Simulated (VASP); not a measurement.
# HfIn4SiO6: single point with PBE+D4

HfIn4SiO6:

```
CELL_PARAMETERS angstrom
5.22027 0.00000 0.00000
-2.61014 4.52088 0.00000
0.00000 0.00000 10.06161
ATOMIC_POSITIONS crystal
Hf 0.66667 0.33333 0.00000
In 0.00000 0.00000 0.32018
In 0.00000 0.00000 0.67982
In 0.33333 0.66667 0.77805
In 0.33333 0.66667 0.22195
Si 0.00000 0.00000 0.00000
O 0.97640 0.70478 0.89509
O 0.29522 0.02360 0.10491
O 0.29522 0.27162 0.89509
O 0.72838 0.70478 0.10491
O 0.72838 0.02360 0.89509
O 0.97640 0.27162 0.10491
```

```json
{
 "Program": "VASP 6.6.1",
 "Task": "single point",
 "Functional": "PBE",
 "Dispersion": "D4",
 "Potentials or basis": "VASP PAW PBE potentials, release 64 (Hf_pv, In_d, Si, O)",
 "Cutoff": "520 eV",
 "k mesh": "4 × 4 × 2",
 "Occupations": "fermi-dirac, width 0.05 eV",
 "Spin": "no spin polarisation"
}
```

```yaml
Pressure: -0.4 GPa
Largest_force: 0.151 eV/Å
Band_gap_on_the_k_mesh: zero (band 51 reaches 4.93 eV, above the bottom of band 52 at 4.79 eV)
Dispersion_energy_per_atom: -0.203 eV
```

Forces in eV/Å, atoms in the order of the input:
```
Hf   0.000  0.000  0.000
In   0.000  0.000  0.022
In   0.000  0.000 -0.022
In   0.000  0.000 -0.031
In   0.000  0.000  0.031
Si   0.000  0.000  0.000
O   -0.032 -0.133  0.063
O    0.099  0.094 -0.063
O    0.131  0.039  0.063
O    0.032 -0.133 -0.063
O   -0.099  0.094  0.063
O   -0.131  0.039 -0.063
```

Stress tensor (GPa, compression positive):
```
-0.49  0.00  0.00
 0.00 -0.49  0.00
 0.00  0.00 -0.26
```

Levels at points of the mesh, in eV from the Fermi level:
```tsv
k point	band 48	band 49	band 50	band 51	band 52	band 53	band 54	band 55
(0.00, 0.00, 0.00)	-3.01	-2.43	-1.04	0.24	1.63	1.63	1.72	2.05
(0.50, 0.00, 0.00)	-3.09	-2.49	-2.26	-1.70	0.87	1.01	1.43	2.23
(0.00, 0.00, 0.50)	-3.01	-3.01	-0.39	-0.10	1.52	1.52	2.19	2.19
(0.50, 0.00, 0.50)	-3.07	-2.78	-2.24	-1.90	0.70	1.37	1.42	2.25
```

Run time: 110 s on 1 thread of Intel(R) Xeon(R) 6975P-C (Granite Rapids) (shared host), peak memory 0.41 GiB.

Caveat: spin-orbit coupling is left out, which moves the levels of the heavy elements; pairwise dispersion overbinds metals, which lowers pressure and volume.
